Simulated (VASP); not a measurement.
Input of a VASP 6.6.1 run:

POSCAR

```
Ta
1.0
   -1.6512800000      1.6512800000      1.6512800000
    1.6512800000     -1.6512800000      1.6512800000
    1.6512800000      1.6512800000     -1.6512800000
Ta
1
Direct
    0.0000000000      0.0000000000      0.0000000000
```

File INCAR.step1:

```
  PREC = Accurate
  ENCUT = 520
  ISMEAR = -1
  SIGMA = 0.05
  LREAL = F
  LASPH = T
  NELM = 60
  NBANDS = 12
  GGA = PE
  ALGO = Normal
  EDIFF = 1E-4
  LWAVE = T
  LCHARG = F
```

Contents of INCAR.step2:

```
  PREC = Accurate
  ENCUT = 520
  EDIFF = 1E-6
  ISMEAR = -1
  SIGMA = 0.05
  LREAL = F
  LASPH = T
  NELM = 60
  ALGO = Normal
  ISIF = 2
  LWAVE = F
  LCHARG = F
  METAGGA = R2SCAN
  LMIXTAU = T
  NBANDS = 12
  ISTART = 1
```

Contents of KPOINTS:

```
Automatic mesh
0
Gamma
  11 11 11
```

Potentials or basis: VASP PAW PBE potentials, release 64 (Ta_pv).

The run is started by

```bash
$ cat potpaw_PBE.64/Ta_pv/POTCAR > POTCAR
$ cp INCAR.step1 INCAR
$ mpirun -np 1 vasp_std > vasp.out
$ cp INCAR.step2 INCAR
$ mpirun -np 1 vasp_std > vasp.out
```

(1) Predict the pressure.

Answers

(1) 0.7 GPa.

Caveat: the PAW data sets were made with another functional, which shifts forces and pressure a little.
